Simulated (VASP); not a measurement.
Write the native input for VASP 6.6.1 that does the following.

```yaml
Task: relaxation of cell and atoms
Functional: PBE
Potentials_or_basis: VASP PAW PBE potentials, release 64 (P)
Cutoff: 600 eV
k_mesh: 6 × 6 × 6
Occupations: gaussian, width 0.1 eV
Spin: no spin polarisation
Dipole_correction: no
Further_INCAR_settings: ALGO = Normal; EDIFF = 1e-07; IBRION = 2; EDIFFG = -0.04; NSW = 90; ISIF = 3
```

The structure of P lies in POSCAR:

```
P
1.0
   -2.8377780300      2.8377780300      1.9649924100
    2.8377780300     -2.8377780300      1.9649924100
    2.8377780300      2.8377780300     -1.9649924100
P
6
Direct
    0.0000000000      0.0000000000      0.0000000000
    0.7500000000      0.2500000000      0.5000000000
    0.3750000000      0.6250000000      0.7500000000
    0.3750000000      0.1250000000      0.7500000000
    0.3750000000      0.6250000000      0.2500000000
    0.8750000000      0.6250000000      0.2500000000
```

The input as run:

INCAR

```
SYSTEM = P
ALGO     = Normal         ! electronic algorithm
EDIFF    = 1E-7           ! SCF threshold, eV
EDIFFG   = -0.04          ! ionic threshold
ENCUT    = 600            ! plane-wave cutoff, eV
GGA      = PE             ! functional
IBRION   = 2              ! ionic algorithm
ISIF     = 3              ! what is computed and relaxed
ISMEAR   = 0              ! smearing method
LASPH    = .True.         ! aspherical terms in the spheres
LCHARG   = .False.        ! write CHGCAR
LREAL    = .False.        ! projectors in reciprocal space
LWAVE    = .False.        ! write WAVECAR
NELM     = 60             ! most SCF steps
NSW      = 90             ! ionic steps
PREC     = Accurate       ! precision mode
SIGMA    = 0.1            ! smearing width, eV
```

KPOINTS

```
k-points
0
Gamma
  6 6 6
  0 0 0
```

Potentials or basis: VASP PAW PBE potentials, release 64 (P).

Run with:

```sh
$ cat potpaw_PBE.64/P/POTCAR > POTCAR
$ mpirun -np 1 vasp_std > vasp.out
```

It gave:

* Relaxed volume: 15.16 Å³/atom
* Relaxed cell: a = 4.993 Å, b = 4.993 Å, c = 4.993 Å, α = 102.63°, β = 102.63°, γ = 124.24°
* Space group after relaxing (to 0.05 Å): I4_1/amd (No. 141)
* Energy gained by relaxing: 952.5 meV/atom
* Ionic steps: 7
* Pressure after relaxing: 0.1 GPa
* Band gap on the k mesh: zero (band 15 reaches 9.47 eV, above the bottom of band 16 at 7.81 eV)

Caveat: the volume moved by over 15 % at a fixed basis, so the end points are rough.

Wall time 2.2 min on 1 thread of AMD EPYC 9R45 96-Core Processor (Zen 5), on a shared host, peak memory 0.18 GiB.
